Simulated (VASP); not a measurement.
Here is a VASP 6.6.1 calculation.

INCAR

```
SYSTEM = BeS
PREC = Accurate
ENCUT = 520
EDIFF = 1E-6
ISMEAR = 0
SIGMA = 0.05
LREAL = .FALSE.
LASPH = .TRUE.
NELM = 60
ALGO = Normal
ISIF = 2
LWAVE = .FALSE.
LCHARG = .FALSE.
GGA = PS
NBANDS = 11
```

The input KPOINTS:

```
regular mesh
0
G
  10 10 10
  0 0 0
```

File POSCAR:

```
BeS
1.0
    0.0000000000      2.2689733086      2.3430125037
    2.3430125037      0.0000000000      2.3430125037
    2.3430125037      2.2689733086      0.0000000000
Be S
1 1
Direct
    0.0000000000      0.0000000000      0.0000000000
    0.7500000000      0.7500000000      0.7500000000
```

Potentials or basis: VASP PAW PBE potentials, release 64 (Be, S).

Run with:

```console
$ cat potpaw_PBE.64/Be/POTCAR potpaw_PBE.64/S/POTCAR > POTCAR
$ mpirun -np 1 vasp_std > vasp.out
```

(1) What does it give for the pressure?

(2) Predict the band gap on the k mesh.

## Answers

(1) 16.0 GPa.

(2) 2.27 eV, indirect (least direct gap 5.37 eV).

Caveat: the PAW data sets were made with another functional, which shifts forces and pressure a little.
